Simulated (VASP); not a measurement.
# C (Cmmm) in VASP: a series of runs

The runs below take C through single point, relaxation of cell and atoms, with PBE.

Everything below comes from runs of VASP 6.6.1. Logs are shortened: lines on timing, memory, paths and dates and some standing lists are left out, and cuts for length are marked.

## Step 1: The cell of the first run

It takes space group Cmmm (No. 65, orthorhombic). The conventional cell has a = 2.447 Å, b = 5.840 Å, c = 3.456 Å, α = 90.00°, β = 90.00°, γ = 90.00°. C (site symmetry mm2) has 3 C at 1.45 to 1.46 Å within 1.9 Å. C (site symmetry m2m) has 4 C at 1.45 to 1.46 Å within 1.9 Å.

## Step 2: Single point, PBE

Input file INCAR:

```
SYSTEM = C
  ALGO = Normal
  EDIFF = 1E-6
  ENCUT = 520
  GGA = PE
  ISIF = 2
  ISMEAR = 0
  LASPH = .TRUE.
  LCHARG = .FALSE.
  LREAL = .FALSE.
  LWAVE = .FALSE.
  NBANDS = 16
  NELM = 100
  PREC = Accurate
  SIGMA = 0.1
```

Input file KPOINTS:

```
k-points
0
G
  8 8 6
  0 0 0
```

Input file POSCAR:

```
C
1.0
    1.2234596300     -2.9201016100      0.0000000000
    1.2234596300      2.9201016100      0.0000000000
    0.0000000000      0.0000000000      3.4558927200
C
4
Direct
    0.5000000000      0.5000000000      0.7895990000
    0.5000000000      0.5000000000      0.2104010000
    0.3173019000      0.6826981000      0.5000000000
    0.6826981000      0.3173019000      0.5000000000
```

Potentials or basis: VASP PAW PBE potentials, release 64 (C).

The run is started by

```bash
$ cat potpaw_PBE.64/C/POTCAR > POTCAR
$ mpirun -np 1 vasp_std > vasp.out
```

OUTCAR:

```text
SYSTEM = C
   EDIFF = 1E-6
   ENCUT = 520
   GGA = PE
   ISIF = 2
   ISMEAR = 0
   LASPH = .TRUE.
   LREAL = .FALSE.
   NELM = 100
   PREC = Accurate

 ion  position               nearest neighbor table
   1  0.500  0.500  0.790-   2 1.45   3 1.46   4 1.46   2 2.00
   2  0.500  0.500  0.210-   1 1.45   3 1.46   4 1.46   1 2.00
   3  0.317  0.683  0.500-   4 1.45   4 1.45   2 1.46   1 1.46
   4  0.683  0.317  0.500-   3 1.45   3 1.45   2 1.46   1 1.46

  LATTYP: Found a base centered orthorhombic cell.
 ALAT       =     2.4469192600
 B/A-ratio  =     2.3867576325
 C/A-ratio  =     1.4123444024

  Lattice vectors:

 A1 = (   1.2234596300,  -2.9201016100,   0.0000000000)
 A2 = (   1.2234596300,   2.9201016100,   0.0000000000)
 A3 = (   0.0000000000,   0.0000000000,   3.4558927200)

Analysis of symmetry for initial positions (statically):
=====================================================================
 Subroutine PRICEL returns:
 Original cell was already a primitive cell.

 Routine SETGRP: Setting up the symmetry group for a
 base centered orthorhombic supercell.

 Subroutine GETGRP returns: Found  8 space group operations
 (whereof  8 operations were pure point group operations)
 out of a pool of  8 trial point group operations.

The static configuration has the point symmetry D_2h.

Analysis of symmetry for dynamics (positions and initial velocities):
=====================================================================
 Subroutine PRICEL returns:
 Original cell was already a primitive cell.

 Routine SETGRP: Setting up the symmetry group for a
 base centered orthorhombic supercell.

 Subroutine GETGRP returns: Found  8 space group operations
 (whereof  8 operations were pure point group operations)
 out of a pool of  8 trial point group operations.

The dynamic configuration has the point symmetry D_2h.

 Subroutine INISYM returns: Found  8 space group operations
 (whereof  8 operations are pure point group operations),
 and found     1 'primitive' translations

----------------------------------------------------------------------------------------

                                     Primitive cell

  volume of cell :      24.6932

  direct lattice vectors                    reciprocal lattice vectors
     1.223459630 -2.920101610  0.000000000     0.408677154 -0.171226918  0.000000000
     1.223459630  2.920101610  0.000000000     0.408677154  0.171226918  0.000000000
     0.000000000  0.000000000  3.455892720     0.000000000  0.000000000  0.289360834

  length of vectors
     3.166045938  3.166045938  3.455892720     0.443097815  0.443097815  0.289360834

  position of ions in fractional coordinates (direct lattice)
     0.500000000  0.500000000  0.789599000
     0.500000000  0.500000000  0.210401000
     0.317301900  0.682698100  0.500000000
     0.682698100  0.317301900  0.500000000

  ion indices of the primitive-cell ions
   primitive index   ion index
                 1           1
                 2           2
                 3           3
                 4           4

----------------------------------------------------------------------------------------

 KPOINTS: k-points

Automatic generation of k-mesh.
 Grid dimensions read from file:
 generate k-points for:    8    8    6

 Generating k-lattice:

  Cartesian coordinates                     Fractional coordinates (reciprocal lattice)
     0.051084644 -0.021403365  0.000000000     0.125000000  0.000000000  0.000000000
     0.051084644  0.021403365  0.000000000     0.000000000  0.125000000  0.000000000
     0.000000000  0.000000000  0.048226806     0.000000000  0.000000000  0.166666667

  Length of vectors
     0.055387227  0.055387227  0.048226806

  Shift w.r.t. Gamma in fractional coordinates (k-lattice)
     0.000000000  0.000000000  0.000000000

 Subroutine IBZKPT returns following result:
 ===========================================

 Found     84 irreducible k-points:

 Following reciprocal coordinates:
            Coordinates               Weight
  0.000000  0.000000  0.000000      1.000000
  0.125000  0.000000  0.000000      4.000000
  0.250000  0.000000  0.000000      4.000000
  0.375000 -0.000000  0.000000      4.000000
  0.500000  0.000000  0.000000      2.000000
  0.125000  0.125000  0.000000      2.000000
[... 16 lines left out ...]
  0.125000  0.000000  0.166667      8.000000
  0.250000  0.000000  0.166667      8.000000
 [... further k-points ...]
   k-points           NKPTS =     84   k-points in BZ     NKDIM =     84   number of bands    NBANDS=     16
   number of dos      NEDOS =    301   number of ions     NIONS =      4
   total plane-waves  NPLWV =  16128
   dimension x,y,z NGX =    24 NGY =   24 NGZ =   28
   dimension x,y,z NGXF=    48 NGYF=   48 NGZF=   56
   ions per type =               4
   NGX,Y,Z   is equivalent  to a cutoff of  12.60, 12.60, 13.47 a.u.
   NGXF,Y,Z  is equivalent  to a cutoff of  25.20, 25.20, 26.94 a.u.
 SYSTEM =  C
   PREC   = accura    normal or accurate (medium, high low for compatibility)
   ISTART =      0    job   : 0-new  1-cont  2-samecut
   ICHARG =      2    charge: 1-file 2-atom 10-const
   ISPIN  =      1    spin polarized calculation?
   LNONCOLLINEAR =      F non collinear calculations
   LSORBIT =      F    spin-orbit coupling
   LASPH  =      T    aspherical Exc in radial PAW
   ENCUT  =  520.0 eV  38.22 Ry    6.18 a.u.   5.89  5.89  6.43*2*pi/ulx,y,z
   NELM   =    100;   NELMIN=  2; NELMDL= -5     # of ELM steps
   EDIFF  = 0.1E-05   stopping-criterion for ELM
   LREAL  =      F    real-space projection
   EDIFFG = 0.1E-04   stopping-criterion for IOM
   NSW    =      0    number of steps for IOM
   IBRION =     -1    ionic relax: 0-MD 1-quasi-New 2-CG
   NFREE  =      0    steps in history (QN), initial steepest desc. (CG)
   ISIF   =      2    stress and relaxation
   ISYM   =      2    0-nonsym 1-usesym 2-fastsym
   POTIM  = 0.5000    time-step for ionic-motion
   TEBEG  =    0.0;   TEEND  =   0.0 temperature during run
   PSTRESS=    0.0 pullay stress
   NELECT =      16.0000    total number of electrons
   NUPDOWN=      -1.0000    fix difference up-down
   EMIN   =  10.00;   EMAX   =-10.00  energy-range for DOS
   EFERMI =   0.00;   METHOD = LEGACY
   ISMEAR =     0;   SIGMA  =   0.10  broadening in eV -4-tet -1-fermi 0-gaus
   EFERMI_NEDOS =   21; number of points for ismear=-14 and -15
   IALGO  =     38    algorithm
   IMIX   =      4    mixing-type and parameters
     AMIX     =   0.40;   BMIX     =  1.00
     AMIX_MAG =   1.60;   BMIX_MAG =  1.00
  volume/ion in A,a.u.               =       6.17        41.66
  Fermi-wavevector in a.u.,A,eV,Ry     =   1.416627  2.677037 27.304611  2.006832
  Thomas-Fermi vector in A             =   2.537942
   LORBIT       =      0    0 simple, 1 ext, 2 COOP (PROOUT), +10 PAW based schemes
   GGA     = PE    functional components
   LHFCALC =     F    Hartree Fock is set to
   AEXX    =    0.0000 exact exchange contribution
   IVDW    =     0    specifies the selected vdW correction
   LEPSILON=     F    determine dielectric tensor
   LRPA    =     F    only Hartree local field effects (RPA)
 non-spin polarized calculation
 Gauss-broadening in eV      SIGMA  =   0.10
  energy-cutoff  :      520.00
  volume of cell :       24.69
 maximum number of plane-waves:       682
   NGX = 11   NGY = 11   NGZ = 13

 number of electron      16.0000000 magnetization

 Free energy of the ion-electron system (eV)
  ---------------------------------------------------
  ext. energy  EPLUGINS =         0.00000000
  ---------------------------------------------------
  free energy    TOTEN  =       -33.09643529 eV

  energy without entropy =      -33.09321557  energy(sigma->0) =      -33.09482543

 E-fermi :   9.1943     XC(G=0): -12.5290

 val. band max:        9.1882700359   @ k =   0.1250   0.1250   0.3333
 cond. band min:       9.2206085708   @ k =   0.5000   0.0000   0.1667
 fundamental gap:      0.0323385350
 Fermi energy:         9.1943241605

 k-point     1 :       0.0000    0.0000    0.0000
  band No.  band energies     occupation
      1     -13.3628      2.00000
      2      -3.1096      2.00000
      3      -2.6915      2.00000
      4      -0.8572      2.00000
      5      -0.7314      2.00000
      6       4.3097      2.00000
[... 8 lines left out ...]
     15      21.6812      0.00000
     16      23.0416      0.00000

 k-point     2 :       0.1250    0.0000    0.0000
  band No.  band energies     occupation
      1     -13.0355      2.00000
      2      -3.0409      2.00000
      3      -2.3761      2.00000
      4      -1.8441      2.00000
      5       0.4221      2.00000
      6       2.9964      2.00000
[... 8 lines left out ...]
     15      22.9040      0.00000
     16      23.4803      0.00000

 k-point     3 :       0.2500    0.0000    0.0000
  band No.  band energies     occupation
      1     -12.0834      2.00000
      2      -3.4757      2.00000
      3      -1.9740      2.00000
      4      -1.4726      2.00000
      5       0.3461      2.00000
      6       1.2136      2.00000
[... 8 lines left out ...]
     15      23.6045      0.00000
     16      24.3319      0.00000

 k-point     4 :       0.3750   -0.0000    0.0000
  band No.  band energies     occupation
      1     -10.6618      2.00000
      2      -4.8531      2.00000
      3      -1.6432      2.00000
      4      -1.1499      2.00000
      5      -0.1777      2.00000
      6       0.8251      2.00000
[... 8 lines left out ...]
     15      23.2746      0.00000
     16      24.9077      0.00000
[... 324 lines left out ...]
 k-point    22 :       0.0000    0.0000    0.1667
  band No.  band energies     occupation
      1     -13.2014      2.00000
      2      -5.2326      2.00000
      3      -1.0827      2.00000
      4      -0.6482      2.00000
      5       0.0513      2.00000
      6       4.3241      2.00000
[... 8 lines left out ...]
     15      22.3559      0.00000
     16      22.7303      0.00000

 k-point    23 :       0.1250    0.0000    0.1667
  band No.  band energies     occupation
      1     -12.8756      2.00000
      2      -4.9521      2.00000
      3      -2.0798      2.00000
      4       0.0809      2.00000
      5       0.5672      2.00000
      6       3.0288      2.00000
[... 8 lines left out ...]
     15      22.6303      0.00000
     16      23.8495      0.00000

 k-point    24 :       0.2500    0.0000    0.1667
  band No.  band energies     occupation
      1     -11.9279      2.00000
      2      -4.2010      2.00000
      3      -3.1437      2.00000
      4       0.3679      2.00000
      5       0.7044      2.00000
      6       1.3908      2.00000
[... 8 lines left out ...]
     15      22.9665      0.00000
     16      24.1845      0.00000

 [... further k-points ...]

------------------------ aborting loop because EDIFF is reached ----------------------------------------

  FORCE on cell =-STRESS in cart. coord.  units (eV):
  Direction    XX          YY          ZZ          XY          YZ          ZX
  --------------------------------------------------------------------------------------
  -------------------------------------------------------------------------------------
  Total        7.8184762     12.8975171      0.4397543      0.0000000      0.0000000      0.0000000
  in kB      507.2882965    836.8330817     28.5326958      0.0000000      0.0000000      0.0000000
  external PRESSURE =     457.5513580 kB  Pullay stress =       0.0000000 kB

 VOLUME and BASIS-vectors are now :
 -----------------------------------------------------------------------------
  energy-cutoff  :      520.00
  volume of cell :       24.69
      direct lattice vectors                 reciprocal lattice vectors
     1.223459630 -2.920101610  0.000000000     0.408677154 -0.171226918  0.000000000
     1.223459630  2.920101610  0.000000000     0.408677154  0.171226918  0.000000000
     0.000000000  0.000000000  3.455892720     0.000000000  0.000000000  0.289360834

 POSITION                                       TOTAL-FORCE (eV/Angst)
 -----------------------------------------------------------------------------------
      1.22346      0.00000      2.72877        -0.000000     -0.000000      4.994414
      1.22346      0.00000      0.72712        -0.000000     -0.000000     -4.994414
      1.22346      1.06699      1.72795         0.000000     -1.996493     -0.000000
      1.22346     -1.06699      1.72795         0.000000      1.996493      0.000000
 -----------------------------------------------------------------------------------
    total drift:                               -0.000000     -0.000000     -0.000000

  FREE ENERGIE OF THE ION-ELECTRON SYSTEM (eV)
  ---------------------------------------------------
  free  energy   TOTEN  =       -33.0964352896 eV

  energy  without entropy=      -33.0932155698  energy(sigma->0) =      -33.09482543
```

It took 70 s on 1 thread of AMD EPYC 7R13, shared host; peak memory 0.12 GiB.

Results:

| Item | Value |
| --- | --- |
| Free energy | -33.0964 eV |
| Pressure | 45.8 GPa |
| Largest force | 4.994 eV/Å |
| Band gap on the k mesh | zero (band 8 reaches 11.80 eV, above the bottom of band 9 at 7.61 eV) |

Forces on the atoms (eV/Å):
```
C    0.000  0.000  4.994
C    0.000  0.000 -4.994
C    0.000 -1.996  0.000
C    0.000  1.996  0.000
```

Caveat: forces of over 1 eV/Å act on the atoms, so gaps and moduli don't describe the material at rest.

(Part 1 of 2 ends here.)
